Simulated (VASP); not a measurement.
Runs of VASP 6.6.1 on BN (kk07). The structure is that of space group F-43m (No. 216), or close to it. The cells are those of the table. 

| task | potentials or basis | cell | k mesh | cutoff (eV) | smearing | second run | gap on the mesh (eV) | pressure (GPa) | relaxed volume (Å³/atom) |
| --- | --- | --- | --- | --- | --- | --- | --- | --- | --- |
| single point | VASP PAW LDA potentials, release 64 (B_h, N_h) | a = 2.564 Å, angles 60.0°, 2 atoms | 8 × 8 × 8 | 910 | gaussian 0.1 eV | hard_potentials | (a) | (b) | - |
| single point | VASP PAW LDA potentials, release 64 (B_h, N_h) | a = 2.531 Å, angles 60.0°, 2 atoms | 16 × 16 × 16 | 910 | gaussian 0.02 eV | hard_potentials | 4.38 | 0.7 | - |
| single point | VASP PAW LDA potentials, release 64 (B, N) | a = 2.564 Å, angles 60.0°, 2 atoms | 8 × 8 × 8 | 520 | gaussian 0.1 eV | - | 4.33 | -13.3 | - |
| single point | VASP PAW LDA potentials, release 64 (B, N) | a = 2.531 Å, angles 60.0°, 2 atoms | 16 × 16 × 16 | 520 | gaussian 0.02 eV | - | 4.38 | 1.3 | - |
| single point | VASP PAW LDA potentials, release 64 (B_h, N_h) | a = 2.531 Å, angles 60.0°, 2 atoms | 10 × 10 × 10 | 910 | gaussian 0.1 eV | hard_potentials | 4.38 | 0.7 | - |
| relaxation of cell and atoms | VASP PAW LDA potentials, release 64 (B, N) | relaxed from a = 2.564 Å, angles 60.0°, 2 atoms | 10 × 10 × 10 | 600 | gaussian 0.1 eV | - | 4.38 | -0.1 | 5.75 |
| single point | VASP PAW LDA potentials, release 64 (B, N) | a = 2.531 Å, angles 60.0°, 2 atoms | 10 × 10 × 10 | 520 | gaussian 0.1 eV | - | 4.38 | 1.2 | - |
| relaxation of cell and atoms | VASP PAW LDA potentials, release 64 (B, N) | relaxed from a = 2.531 Å, angles 60.0°, 2 atoms | 16 × 16 × 16 | 600 | gaussian 0.02 eV | - | 4.38 | 0.0 | 5.75 |

Alike in all rows: level LDA; no spin polarisation.

Problem. Estimate the missing entries.

Solution. (a) 4.34; (b) -13.8.

Caveats: the cutoff is under 1.25 times the usual one of these potentials, so pressure, stress and relaxed cells hold a basis-set (Pulay) error (some runs).

A k mesh can miss the band edges.
